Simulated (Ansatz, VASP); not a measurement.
Hg: VASP beside Ansatz

```
Hg
1.0
     1.71384    0.97900    2.22036
    -1.74616    0.99630    2.23766
    -0.00118   -2.00880    2.24399
Hg
1
Cartesian
  0.0000 0.0000 0.0000
```

Change from the starting cell: equal xy, yz and zx shear strains of -1 %.

Alike in both runs: task single point; functional LDA; k mesh 12 × 12 × 12; occupations fermi-dirac, width 0.03 eV; no spin polarisation.

```csv
,VASP,Ansatz
version,VASP 6.6.1,Ansatz 0.2.0
potentials or method,"VASP PAW LDA potentials, release 64 (Hg), cutoff 520 eV","all-electron LAPW, scalar-relativistic"
```

|  | VASP | Ansatz | Ansatz less VASP |
| --- | --- | --- | --- |
| pressure (GPa) | -1.1 | -1.6 | -0.55 |
| traceless stress, the component that is largest in VASP (GPa) | -0.55 | -0.85 | -0.304 |

LDA's correlation is that of Perdew and Zunger in VASP and of Perdew and Wang (1992) in Ansatz. Ansatz ran all-electron here, and VASP with PAW potentials.

Neither program's run includes spin-orbit coupling.
